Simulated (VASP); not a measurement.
Write the native input for VASP 6.6.1 that does the following.

| Property | Result |
| --- | --- |
| Task | single point |
| Functional | r2SCAN |
| Potentials or basis | VASP PAW PBE potentials, release 64 (Mn_pv) |
| Cutoff | 520 eV |
| k mesh | 18 × 18 × 18 |
| Occupations | fermi-dirac, width 0.1 eV |
| Spin | no spin polarisation |
| Dipole correction | no |
| Further INCAR settings | ALGO = Normal; EDIFF = 1e-07; NBANDS = 20 |

The system is Mn.

```
Mn
1.0
     0.00000    2.44752    2.44752
     2.44752    0.00000    2.44752
     2.44752    2.44752    0.00000
Mn
2
Cartesian
  0.6119 0.6119 0.6119
  4.2832 4.2832 4.2832
```

The input as run:

POSCAR

```
Mn
1.0
    0.0000000000      2.4475242823      2.4475242823
    2.4475242823      0.0000000000      2.4475242823
    2.4475242823      2.4475242823      0.0000000000
Mn
2
Direct
    0.1250000000      0.1250000000      0.1250000000
    0.8750000000      0.8750000000      0.8750000000
```

INCAR.step1

```
PREC     = Accurate       # precision mode
ENCUT    = 520            # plane-wave cutoff, eV
ISMEAR   = -1             # smearing method
SIGMA    = 0.1            # smearing width, eV
LREAL    = F              # projectors in reciprocal space
LASPH    = T              # aspherical terms in the spheres
NELM     = 80             # most SCF steps
NBANDS   = 20             # bands
GGA      = PE             # functional
ALGO     = Normal         # electronic algorithm
EDIFF    = 1E-4           # SCF threshold, eV
LWAVE    = T              # write WAVECAR
LCHARG   = F              # write CHGCAR
```

INCAR.step2

```
PREC     = Accurate       # precision mode
ENCUT    = 520            # plane-wave cutoff, eV
EDIFF    = 1E-7           # SCF threshold, eV
ISMEAR   = -1             # smearing method
SIGMA    = 0.1            # smearing width, eV
LREAL    = F              # projectors in reciprocal space
LASPH    = T              # aspherical terms in the spheres
NELM     = 80             # most SCF steps
ALGO     = Normal         # electronic algorithm
ISIF     = 2              # what is computed and relaxed
LWAVE    = F              # write WAVECAR
LCHARG   = T              # write CHGCAR
METAGGA  = R2SCAN         # meta-GGA
LMIXTAU  = T            
LELF     = T              # ELF
LVHAR    = T            
NBANDS   = 20             # bands
ISTART   = 1
```

KPOINTS

```
Automatic mesh
0
Gamma
  18 18 18
```

Potentials or basis: VASP PAW PBE potentials, release 64 (Mn_pv).

Launch:

```console
$ cat potpaw_PBE.64/Mn_pv/POTCAR > POTCAR
$ cp INCAR.step1 INCAR
$ mpirun -np 1 vasp_std > vasp.out
$ cp INCAR.step2 INCAR
$ mpirun -np 1 vasp_std > vasp.out
```

Results of the run:

```json
{"Pressure": "0.9 GPa", "Band gap on the k mesh": "zero (band 13 reaches 6.82 eV, above the bottom of band 14 at 6.10 eV)"}
```

Caveat: the PAW data sets were made with another functional, which shifts forces and pressure a little; the run has no spin polarisation, though such a crystal can be magnetic.

Run time: 15 min on 1 thread of AMD EPYC 7R13, with other jobs on the host, peak memory 0.2 GiB.
